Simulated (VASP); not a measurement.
# Sb (P6_3/mmc) in VASP: a series of runs, part 2 of 2

VASP 6.6.1.

## (4) Electric field gradients, LDA (volume scaled by 1.02)

Contents of INCAR:

```
PREC = Accurate
ENCUT = 520
EDIFF = 1E-8
ISMEAR = -1
SIGMA = 0.03
LREAL = F
LASPH = T
NELM = 60
ALGO = Normal
ISIF = 2
LWAVE = F
LCHARG = F
LEFG = T
NBANDS = 12
```

Contents of KPOINTS:

```
Automatic mesh
0
Gamma
  12 12 7
```

Contents of POSCAR:

```
Sb
1.0
    3.3913120892      0.0000000000      0.0000000000
   -1.6956560446      2.9369624214      0.0000000000
    0.0000000000      0.0000000000      5.3652990420
Sb
2
Direct
    0.3333333333      0.6666666667      0.2500000000
    0.6666666667      0.3333333333      0.7500000000
```

Potentials or basis: VASP PAW LDA potentials, release 64 (Sb).

Command:

```console
> cat potpaw_LDA.64/Sb/POTCAR > POTCAR
> mpirun -np 1 vasp_std > vasp.out
```

OUTCAR:

```text
PREC = Accurate
   ENCUT = 520
   EDIFF = 1E-8
   ISMEAR = -1
   LREAL = F
   LASPH = T
   NELM = 60
   ISIF = 2

 ion  position               nearest neighbor table
   1  0.333  0.667  0.250-   2 3.32   2 3.32   2 3.32   2 3.32   2 3.32   2 3.32
   2  0.667  0.333  0.750-   1 3.32   1 3.32   1 3.32   1 3.32   1 3.32   1 3.32

  LATTYP: Found a hexagonal cell.
 ALAT       =     3.3913120892
 C/A-ratio  =     1.5820717471

  Lattice vectors:

 A1 = (   3.3913120892,   0.0000000000,   0.0000000000)
 A2 = (  -1.6956560446,   2.9369624214,   0.0000000000)
 A3 = (   0.0000000000,   0.0000000000,   5.3652990420)

Analysis of symmetry for initial positions (statically):
=====================================================================
 Subroutine PRICEL returns:
 Original cell was already a primitive cell.

 Routine SETGRP: Setting up the symmetry group for a
 hexagonal supercell.

 Subroutine GETGRP returns: Found 24 space group operations
 (whereof 12 operations were pure point group operations)
 out of a pool of 24 trial point group operations.

The static configuration has the point symmetry D_3d.
 The point group associated with its full space group is D_6h.

Analysis of symmetry for dynamics (positions and initial velocities):
=====================================================================
 Subroutine PRICEL returns:
 Original cell was already a primitive cell.

 Routine SETGRP: Setting up the symmetry group for a
 hexagonal supercell.

 Subroutine GETGRP returns: Found 24 space group operations
 (whereof 12 operations were pure point group operations)
 out of a pool of 24 trial point group operations.

The dynamic configuration has the point symmetry D_3d.
 The point group associated with its full space group is D_6h.

 Subroutine INISYM returns: Found 24 space group operations
 (whereof 12 operations are pure point group operations),
 and found     1 'primitive' translations

----------------------------------------------------------------------------------------

                                     Primitive cell

  volume of cell :      53.4392

  direct lattice vectors                    reciprocal lattice vectors
     3.391312089  0.000000000  0.000000000     0.294871122  0.170243922  0.000000000
    -1.695656045  2.936962421  0.000000000     0.000000000  0.340487843  0.000000000
     0.000000000  0.000000000  5.365299042     0.000000000  0.000000000  0.186382901

  length of vectors
     3.391312089  3.391312089  5.365299042     0.340487843  0.340487843  0.186382901

  position of ions in fractional coordinates (direct lattice)
     0.333333333  0.666666667  0.250000000
     0.666666667  0.333333333  0.750000000

  ion indices of the primitive-cell ions
   primitive index   ion index
                 1           1
                 2           2

----------------------------------------------------------------------------------------

 KPOINTS: Automatic mesh

Automatic generation of k-mesh.
[... 78 lines left out ...]
   NUPDOWN=      -1.0000    fix difference up-down
   EMIN   =  10.00;   EMAX   =-10.00  energy-range for DOS
   EFERMI =   0.00;   METHOD = LEGACY
   ISMEAR =    -1;   SIGMA  =   0.03  broadening in eV -4-tet -1-fermi 0-gaus
   EFERMI_NEDOS =   21; number of points for ismear=-14 and -15
   IALGO  =     38    algorithm
   IMIX   =      4    mixing-type and parameters
     AMIX     =   0.40;   BMIX     =  1.00
     AMIX_MAG =   1.60;   BMIX_MAG =  1.00
  volume/ion in A,a.u.               =      26.72       180.31
  Fermi-wavevector in a.u.,A,eV,Ry     =   0.936386  1.769513 11.929837  0.876818
  Thomas-Fermi vector in A             =   2.063390
   LORBIT       =      0    0 simple, 1 ext, 2 COOP (PROOUT), +10 PAW based schemes
   GGA     = CA    functional components
   LHFCALC =     F    Hartree Fock is set to
   AEXX    =    0.0000 exact exchange contribution
   IVDW    =     0    specifies the selected vdW correction
   LEPSILON=     F    determine dielectric tensor
   LRPA    =     F    only Hartree local field effects (RPA)
 non-spin polarized calculation
  energy-cutoff  :      520.00
  volume of cell :       53.44
 maximum number of plane-waves:      1459
 NGX is ok and might be reduce to    28
   NGX = 13   NGY = 13   NGZ = 19

 number of electron      10.0000000 magnetization

 Free energy of the ion-electron system (eV)
  ---------------------------------------------------
  ext. energy  EPLUGINS =         0.00000000
  ---------------------------------------------------
  free energy    TOTEN  =        -9.13517043 eV

  energy without entropy =       -9.13227244  energy(sigma->0) =       -9.13372143

 E-fermi :   8.5362     XC(G=0): -10.4040

 val. band max:        8.5324546255   @ k =   0.3333   0.2500   0.0000
 cond. band min:       8.6133459423   @ k =   0.2500  -0.0000   0.4286
 fundamental gap:      0.0808913169
 Fermi energy:         8.5362427907

 k-point     1 :       0.0000    0.0000    0.0000
  band No.  band energies     occupation
      1      -4.4965      2.00000
      2      -0.4249      2.00000
      3       2.7226      2.00000
      4      11.6999      0.00000
      5      11.6999      0.00000
      6      13.4388      0.00000
      7      13.4388      0.00000
      8      14.3079      0.00000
      9      15.8118      0.00000
     10      17.3039      0.00000
     11      18.1651      0.00000
     12      18.1651      0.00000
[... 331 lines left out ...]
 k-point    24 :       0.3333   -0.0000    0.1429
  band No.  band energies     occupation
      1      -2.5320      2.00000
      2       0.4846      2.00000
      3       4.3860      2.00000
      4       5.7725      2.00000
      5       7.4842      2.00000
      6       9.2242      0.00000
      7      10.9992      0.00000
      8      12.2566      0.00000
      9      13.4903      0.00000
     10      15.6690      0.00000
     11      17.3826      0.00000
     12      18.1329      0.00000

 [... further k-points ...]
[... 5 lines left out ...]
  --------------------------------------------------------------------------------------
  -------------------------------------------------------------------------------------
  Total       -0.6805245     -0.6805245     -1.1759770      0.0000000     -0.0000000      0.0000000
  in kB      -20.4030126    -20.4030126    -35.2573224      0.0000000     -0.0000000      0.0000000
  external PRESSURE =     -25.3544492 kB  Pullay stress =       0.0000000 kB

 VOLUME and BASIS-vectors are now :
 -----------------------------------------------------------------------------
  energy-cutoff  :      520.00
  volume of cell :       53.44
      direct lattice vectors                 reciprocal lattice vectors
     3.391312089  0.000000000  0.000000000     0.294871122  0.170243922  0.000000000
    -1.695656045  2.936962421  0.000000000     0.000000000  0.340487843  0.000000000
     0.000000000  0.000000000  5.365299042     0.000000000  0.000000000  0.186382901

 POSITION                                       TOTAL-FORCE (eV/Angst)
 -----------------------------------------------------------------------------------
     -0.00000      1.95797      1.34132        -0.000000      0.000000      0.000000
      1.69566      0.97899      4.02397         0.000000      0.000000      0.000000
 -----------------------------------------------------------------------------------
    total drift:                                0.000000     -0.000000      0.000000

  FREE ENERGIE OF THE ION-ELECTRON SYSTEM (eV)
  ---------------------------------------------------
  free  energy   TOTEN  =        -9.1351704322 eV

  energy  without entropy=       -9.1322724373  energy(sigma->0) =       -9.13372143

 Electric field gradients (V/A^2)
---------------------------------------------------------------------
 ion       V_xx      V_yy      V_zz      V_xy      V_xz      V_yz
---------------------------------------------------------------------
   1     -12.309   -12.309    24.617     0.000     0.000    -0.000
   2     -12.309   -12.309    24.617     0.000    -0.000     0.000
---------------------------------------------------------------------

 Electric field gradients after diagonalization (V/A^2)
 (convention: |V_zz| > |V_xx| > |V_yy|)
----------------------------------------------------------------------
 ion       V_xx      V_yy      V_zz     asymmetry (V_yy - V_xx)/ V_zz
----------------------------------------------------------------------
   1     -12.309   -12.309    24.617       0.000
   2     -12.309   -12.309    24.617       0.000
----------------------------------------------------------------------

           NMR quadrupolar parameters

 Cq : quadrupolar parameter    Cq=e*Q*V_zz/h
 eta: asymmetry parameters     (V_yy - V_xx)/ V_zz
 Q  : nuclear electric quadrupole moment in mb (millibarn)
----------------------------------------------------------------------
 ion       Cq(MHz)       eta       Q (mb)
----------------------------------------------------------------------
   1       0.060       0.000       1.000
   2       0.060       0.000       1.000
----------------------------------------------------------------------
```

Run time: 34 s. Hardware: 1 thread of Intel Xeon 6975P-C, shared host; peak memory 0.18 GiB.

What came out:

```
Free energy            : -9.1352 eV
Pressure               : -2.5 GPa
Band gap on the k mesh : zero (band 5 reaches 12.36 eV, above the bottom of band 6 at 5.67 eV)
```

Stress tensor (GPa, compression positive):
```
-2.04  0.00  0.00
 0.00 -2.04  0.00
 0.00  0.00 -3.53
```

Levels at points of the mesh, in eV from the Fermi level:
```csv
k point,band 2,band 3,band 4,band 5,band 6,band 7,band 8,band 9
"(0.00, 0.00, 0.00)",-8.96,-5.81,3.16,3.16,4.90,4.90,5.77,7.28
"(0.50, 0.00, 0.00)",-8.22,-4.23,-2.87,-2.35,-0.16,0.08,3.61,4.26
```

Electric field gradients, principal values (V/Å²):
| atom | least | middle | greatest (by size) |
| --- | --- | --- | --- |
| 1 Sb | -12.309 | -12.309 | 24.617 |
| 2 Sb | -12.309 | -12.309 | 24.617 |

Caveat: without QUAD_EFG the Cq values of the log hold for a quadrupole moment of 1 mb, not for the nuclei; spin-orbit coupling is left out, which moves the levels of the heavy elements.
